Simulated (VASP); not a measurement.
# Mg32O33 (a cell with a defect) in VASP: notebook, part 2 of 2

VASP 6.6.1. Earlier steps stand in the parts before.

## 3. Single point, PBEsol

Input file INCAR:

```
PREC = Accurate ; ENCUT = 520
EDIFF = 1E-6 ; ISMEAR = -1
SIGMA = 0.05 ; LREAL = Auto
LASPH = T ; NELM = 120
ALGO = Normal ; ISIF = 2
LWAVE = F ; LCHARG = T
GGA = PS ; LELF = T
LVHAR = T ; NELECT = 264.0
ISYM = -1 ; NBANDS = 169
GGA_COMPAT = F
```

Input file KPOINTS:

```
explicit points
1
Reciprocal
  0.25000000   0.25000000   0.25000000 1
```

Input file POSCAR:

```
Mg32O33
1.0
    8.4288080000      0.0000000000      0.0000000000
    0.0000000000      8.4288080000      0.0000000000
    0.0000000000      0.0000000000      8.4288080000
O Mg
33 32
Direct
    0.2476400000      0.0036240000      0.9962640000
    0.2470720000      0.9986780000      0.5033280000
    0.2471090000      0.4965460000      0.0012260000
    0.2158430000      0.4652840000      0.5346200000
    0.7481650000      0.9976010000      0.0022380000
    0.7541830000      0.0036180000      0.5028110000
    0.7541900000      0.4970790000      0.9962610000
    0.7492420000      0.4965080000      0.5033280000
    0.9979100000      0.2473460000      0.0022790000
    0.9917660000      0.2412000000      0.5027990000
    0.9919180000      0.7479620000      0.9962870000
    0.9968920000      0.7483990000      0.5032780000
    0.4985240000      0.2413490000      0.9962820000
    0.4989640000      0.2463260000      0.5032800000
    0.4989270000      0.7483640000      0.0012260000
    0.5299870000      0.7794360000      0.5340820000
    0.9919410000      0.0035860000      0.2519520000
    0.9978850000      0.9975810000      0.7525180000
    0.9968520000      0.4965670000      0.2514670000
    0.9917760000      0.4971010000      0.7586660000
    0.4989560000      0.9987360000      0.2514500000
    0.4984960000      0.0035820000      0.7585140000
    0.5297940000      0.4659880000      0.2206080000
    0.4989790000      0.4965290000      0.7536420000
    0.2471300000      0.2462860000      0.2514670000
    0.2476620000      0.2412110000      0.7586650000
    0.2165710000      0.7792230000      0.2206270000
    0.2470940000      0.7484130000      0.7536430000
    0.7541540000      0.2413740000      0.2519520000
    0.7481470000      0.2473210000      0.7525180000
    0.7493010000      0.7483920000      0.2514500000
    0.7541450000      0.7479330000      0.7585130000
    0.3726720000      0.6220830000      0.3778890000
    0.9984930000      0.9970540000      0.0028280000
    0.9972780000      0.9982160000      0.5015260000
    0.9972720000      0.4983530000      0.0016890000
    0.9939670000      0.4941070000      0.5057810000
    0.4972070000      0.9981670000      0.0017300000
    0.5013900000      0.0015150000      0.5056420000
    0.5014510000      0.4941930000      0.9983810000
    0.4989650000      0.4964480000      0.5034400000
    0.2489150000      0.2467060000      0.0016870000
    0.2446630000      0.2434030000      0.5057830000
    0.2447570000      0.7508860000      0.9983870000
    0.2470340000      0.7483890000      0.5034330000
    0.7476170000      0.2479310000      0.0028310000
    0.7487880000      0.2467120000      0.5015240000
    0.7487310000      0.7466420000      0.0017310000
    0.7520700000      0.7508280000      0.5056390000
    0.2447840000      0.0015020000      0.2490350000
    0.2488850000      0.9982040000      0.7531680000
    0.2470780000      0.4965070000      0.2514310000
    0.2446760000      0.4941140000      0.7565420000
    0.7487080000      0.9981420000      0.2532120000
    0.7475710000      0.9970070000      0.7519030000
    0.7520640000      0.4942230000      0.2490330000
    0.7487710000      0.4983230000      0.7531670000
    0.9972880000      0.2467240000      0.2532720000
    0.9985390000      0.2479750000      0.7519070000
    0.9942330000      0.7508890000      0.2490070000
    0.9972660000      0.7466100000      0.7531780000
    0.5014520000      0.2436600000      0.2490060000
    0.4971740000      0.2467000000      0.7531800000
    0.4985550000      0.7480020000      0.2517970000
    0.5014160000      0.7508530000      0.7562820000
```

Potentials or basis: VASP PAW PBE potentials, release 64 (O, Mg).

The run is started by

```sh
$ cat potpaw_PBE.64/O/POTCAR potpaw_PBE.64/Mg/POTCAR > POTCAR
$ mpirun -np 1 vasp_std > vasp.out
```

Wall time 4 min (1 thread of AMD EPYC 7R13 (Zen 3), shared host); peak memory 0.54 GiB.

The run converged. Its results:

```
Free energy   : -390.1325 eV
Largest force : 0.027 eV/Å
```

Forces on the atoms (eV/Å):
```
O    0.003 -0.002  0.001
O   -0.004  0.009  0.003
O   -0.004 -0.003 -0.008
O    0.016  0.015 -0.016
O   -0.005 -0.004  0.004
O   -0.003 -0.003 -0.004
O   -0.003  0.004  0.004
O    0.011 -0.004  0.005
O    0.000  0.001  0.004
O   -0.001 -0.004 -0.005
O   -0.003 -0.003  0.000
O   -0.009  0.001  0.005
O   -0.001 -0.003 -0.001
O    0.004 -0.008  0.007
O    0.000  0.000 -0.003
O    0.002  0.002  0.011
O   -0.002 -0.001  0.002
O    0.000 -0.004 -0.002
O   -0.009 -0.003 -0.002
O   -0.001  0.005  0.003
O   -0.001  0.002 -0.001
O    0.000  0.001  0.005
O   -0.004 -0.005  0.002
O    0.004 -0.006  0.009
O   -0.004 -0.008 -0.002
O    0.008 -0.002  0.002
O   -0.006 -0.004  0.001
O   -0.005  0.001  0.009
O   -0.001 -0.003  0.000
O   -0.005  0.001 -0.001
O    0.004 -0.002  0.000
O    0.000  0.000  0.002
O    0.000 -0.001 -0.001
Mg   0.004 -0.003  0.004
Mg  -0.004  0.008 -0.005
Mg  -0.003  0.006 -0.008
Mg   0.005 -0.004  0.004
Mg  -0.003  0.009 -0.009
Mg   0.003 -0.008  0.002
Mg   0.003 -0.002  0.008
Mg  -0.008  0.007 -0.009
Mg   0.005 -0.002 -0.007
Mg  -0.003  0.006  0.004
Mg  -0.002  0.003  0.009
Mg   0.006 -0.008 -0.009
Mg  -0.004  0.005  0.003
Mg   0.007 -0.004 -0.005
Mg   0.008 -0.002 -0.009
Mg  -0.008  0.004  0.002
Mg  -0.003 -0.008 -0.003
Mg   0.004  0.008  0.003
Mg   0.008  0.009  0.010
Mg  -0.004 -0.004 -0.007
Mg   0.009  0.009  0.002
Mg  -0.004 -0.004 -0.006
Mg  -0.008 -0.003 -0.004
Mg   0.007  0.005  0.003
Mg  -0.005 -0.005  0.004
Mg   0.006  0.006 -0.007
Mg   0.009  0.004 -0.003
Mg  -0.005 -0.004  0.005
Mg   0.004  0.008 -0.003
Mg  -0.004 -0.006  0.006
Mg  -0.002 -0.002  0.003
Mg   0.003  0.003 -0.010
```

Levels at points of the mesh, in eV from the Fermi level:
| k point | band 130 | band 131 | band 132 | band 133 | band 134 | band 135 |
| --- | --- | --- | --- | --- | --- | --- |
| (0.25, 0.25, 0.25) | -1.32 | -1.28 | -1.26 | 2.03 | 3.54 | 3.55 |

Caveat: the cell carries a net charge on a neutralising background, which shifts energy and pressure; the cell is charged against a uniform background, so pressure and absolute levels hang on convention; the PAW data sets were made with another functional, which shifts forces and pressure a little.

## 4. Single point, r2SCAN

POSCAR is that of step 3.

Input file INCAR.step1:

```
PREC = Accurate ; ENCUT = 580
ISMEAR = -1 ; SIGMA = 0.05
LREAL = Auto ; LASPH = True
NELM = 120 ; NBANDS = 169
NELECT = 264.0 ; ISYM = -1
GGA = PE ; ALGO = Normal
EDIFF = 1E-5 ; LWAVE = True
LCHARG = False ; GGA_COMPAT = False
```

Input file INCAR.step2:

```
PREC = Accurate ; ENCUT = 580
EDIFF = 1E-6 ; ISMEAR = -1
SIGMA = 0.05 ; LREAL = Auto
LASPH = True ; NELM = 120
ALGO = Normal ; ISIF = 2
LWAVE = False ; LCHARG = False
METAGGA = R2SCAN ; LMIXTAU = True
NBANDS = 169 ; NELECT = 264.0
ISYM = -1 ; ISTART = 1
GGA_COMPAT = False
```

KPOINTS is that of step 3.

The run is started by

```sh
$ cat potpaw_PBE.64/O/POTCAR potpaw_PBE.64/Mg/POTCAR > POTCAR
$ cp INCAR.step1 INCAR
$ mpirun -np 1 vasp_std > vasp.out
$ cp INCAR.step2 INCAR
$ mpirun -np 1 vasp_std > vasp.out
```

Wall time 14 min (1 thread of AMD EPYC 7R13 (Zen 3), shared host); peak memory 0.78 GiB.

It converged, with:

```
Free energy   : -507.5912 eV
Largest force : 0.123 eV/Å
```

Forces on the atoms (eV/Å):
```
O   -0.005  0.005 -0.005
O   -0.008  0.013  0.008
O   -0.009 -0.008 -0.013
O   -0.058 -0.057  0.056
O    0.001  0.002 -0.001
O    0.007  0.008  0.003
O    0.005 -0.004 -0.006
O    0.012 -0.007  0.008
O    0.003  0.004 -0.001
O   -0.013 -0.014  0.004
O   -0.013  0.005 -0.007
O   -0.020  0.007  0.009
O    0.006 -0.012 -0.005
O    0.008 -0.021  0.008
O    0.008  0.008 -0.013
O    0.065  0.066  0.075
O   -0.014  0.007 -0.007
O    0.004  0.002 -0.003
O   -0.019 -0.007 -0.008
O   -0.014 -0.004  0.015
O    0.007  0.012 -0.008
O    0.006  0.006  0.014
O    0.066 -0.074 -0.069
O    0.008 -0.007  0.019
O   -0.010 -0.020 -0.008
O   -0.005 -0.014  0.014
O   -0.076  0.067 -0.069
O   -0.010  0.007  0.020
O    0.005 -0.015 -0.007
O    0.002  0.002 -0.003
O    0.010  0.006 -0.007
O    0.007  0.006  0.017
O   -0.004 -0.002  0.001
Mg   0.006  0.014 -0.014
Mg  -0.005  0.018 -0.013
Mg  -0.003  0.015 -0.018
Mg   0.053 -0.023  0.026
Mg   0.008  0.018 -0.018
Mg   0.016 -0.054  0.022
Mg   0.014 -0.024  0.056
Mg  -0.063  0.061 -0.064
Mg   0.007 -0.013 -0.017
Mg  -0.024  0.044  0.023
Mg  -0.025  0.018  0.056
Mg   0.063 -0.060 -0.060
Mg   0.008  0.006 -0.009
Mg   0.015 -0.014 -0.013
Mg   0.017 -0.004 -0.017
Mg  -0.056  0.018  0.022
Mg  -0.026 -0.053 -0.018
Mg   0.007  0.015  0.013
Mg   0.066  0.062  0.067
Mg  -0.025 -0.024 -0.046
Mg   0.017  0.018  0.002
Mg   0.008  0.006 -0.009
Mg  -0.058 -0.022 -0.018
Mg   0.016  0.014  0.013
Mg  -0.011 -0.015  0.003
Mg   0.007  0.004 -0.005
Mg   0.052  0.020 -0.019
Mg  -0.013 -0.002  0.013
Mg   0.015  0.045 -0.017
Mg   0.002 -0.015  0.013
Mg  -0.060 -0.060  0.060
Mg   0.017  0.020 -0.047
```

Levels at points of the mesh, in eV from the Fermi level:
```
           k point  band 130  band 131  band 132  band 133  band 134  band 135
(0.25, 0.25, 0.25)     -1.29     -1.26     -1.24      2.83      4.37      4.37
```

Caveat: the cell carries a net charge on a neutralising background, which shifts energy and pressure; the cell is charged against a uniform background, so pressure and absolute levels hang on convention; the PAW data sets were made with another functional, which shifts forces and pressure a little.
